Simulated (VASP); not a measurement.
## TaTl: relaxation of cell and atoms with PBE

Crystal: TaTl.

```
CELL_PARAMETERS angstrom
3.62212 0.00000 0.00000
0.00000 3.62212 0.00000
0.00000 0.00000 3.62212
ATOMIC_POSITIONS crystal
Ta 0.00000 0.00000 0.00000
Tl 0.50000 0.50000 0.50000
```

| Item | Value |
| --- | --- |
| Program | VASP 6.6.1 |
| Task | relaxation of cell and atoms |
| Functional | PBE |
| Potentials or basis | VASP PAW PBE potentials, release 64 (Ta_pv, Tl_d) |
| Cutoff | 600 eV |
| k mesh | 7 × 7 × 7 |
| Occupations | fermi-dirac, width 0.05 eV |
| Spin | no spin polarisation |
| Target pressure | 5 GPa |
| Dipole correction | no |
| Further INCAR settings | ALGO = Normal; EDIFF = 1e-06; IBRION = 2; EDIFFG = -0.01; NSW = 60; ISIF = 3 |

```json
{
  "Relaxed volume": "19.59 Å³/atom",
  "Relaxed cell": "a = 3.397 Å, b = 3.397 Å, c = 3.397 Å, α = 90.00°, β = 90.00°, γ = 90.00°",
  "Space group after relaxing (to 0.1 Å)": "Pm-3m (No. 221)",
  "Energy change on relaxing (the run minimises the enthalpy)": "-162.7 meV/atom",
  "Ionic steps": "7",
  "Pressure after relaxing": "5.0 GPa",
  "Band gap on the k mesh": "zero (bands 12 and 13 overlap by 2.84 eV)"
}
```

Step by step:
```
step  energy change (eV)  largest force (eV/Å)  pressure (GPa)  volume (Å³)
   1              0.0000                0.0000          -13.48        47.52
   2              1.1847                0.0000           66.58        31.05
   3             -0.3364                0.0000            3.38        39.61
   4             -0.3290                0.0000            4.50        39.31
   5             -0.3244                0.0000            5.11        39.16
   6             -0.3265                0.0000            4.86        39.22
   7             -0.3253                0.0000            4.96        39.18
```

Final structure:
```xyz
2
Lattice="3.3965 0.0000 0.0000 0.0000 3.3965 0.0000 0.0000 0.0000 3.3965" Properties=species:S:1:pos:R:3 pbc="T T T"
Ta    0.0000    0.0000    0.0000
Tl    1.6983    1.6983    1.6983
```

Levels at points of the mesh, in eV from the Fermi level:
```
           k point  band 8  band 9  band 10  band 11  band 12  band 13  band 14  band 15  band 16
(0.00, 0.00, 0.00)  -11.66  -11.12    -1.36    -1.36     2.37     2.37     2.37     3.84     3.84
```

It took 110 s on 1 thread of Intel Xeon 8259CL (shared host), peak memory 0.19 GiB.

Caveat: the cell is relaxed towards a set pressure, so the run minimises the enthalpy, not the energy; the volume moved by over 15 % at a fixed basis, so the end points are rough; spin-orbit coupling is left out, which moves the levels of the heavy elements.
